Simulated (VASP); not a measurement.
Wanted: the native input for a VASP 6.6.1 run.

```yaml
Task: single point
Functional: PBE
Dispersion: D3(BJ)
Potentials_or_basis: VASP PAW PBE potentials, release 64 (Hf_pv, H)
Cutoff: 520 eV
k_mesh: 6 × 6 × 1
Occupations: gaussian, width 0.1 eV
Spin: no spin polarisation
Dipole_correction: yes
Further_INCAR_settings: ALGO = Normal; EDIFF = 1e-06; NBANDS = 34
```

The structure of Hf5H lies in POSCAR:

```
Hf5H
1.0
    4.9564149667      0.0000000000      0.0000000000
   -2.4782074834      4.2923812729      0.0000000000
    0.0000000000      0.0000000000     21.1328376004
Hf H
5 1
Direct
    0.6666666667      0.3333333333      0.1892788879
    0.3333333333      0.6666666667      0.2371533849
    0.0000000000      0.0000000000      0.2763383880
    0.6666666667      0.3333333333      0.3164267596
    0.3333333333      0.6666666667      0.3706476976
    0.5555555556      0.7777777778      0.5268027802
```

One way to write it, as run:

INCAR

```
SYSTEM = Hf5H
  PREC = Accurate
  ENCUT = 520
  EDIFF = 1E-6
  ISMEAR = 0
  SIGMA = 0.1
  LREAL = .False.
  LASPH = .True.
  NELM = 80
  ALGO = Normal
  ISIF = 2
  LWAVE = .False.
  LCHARG = .True.
  LDIPOL = .True.
  IDIPOL = 3
  DIPOL = 0.5 0.5 0.319
  GGA = PE
  IVDW = 12
  LELF = .True.
  LVHAR = .True.
  LVACPOTAV = .True.
  NBANDS = 34
```

KPOINTS

```
regular mesh
0
Gamma
  6 6 1
  0 0 0
```

Potentials or basis: VASP PAW PBE potentials, release 64 (Hf_pv, H).

Run with:

```bash
$ cat potpaw_PBE.64/Hf_pv/POTCAR potpaw_PBE.64/H/POTCAR > POTCAR
$ mpirun -np 1 vasp_std > vasp.out
```

It gave:

```
Largest force              : 1.037 eV/Å
Dispersion energy per atom : -0.200 eV
```

Run time: 9.2 min on 1 thread of Intel(R) Xeon(R) Platinum 8259CL CPU @ 2.50GHz (Skylake/Cascade Lake), with other jobs on the host, peak memory 0.63 GiB.
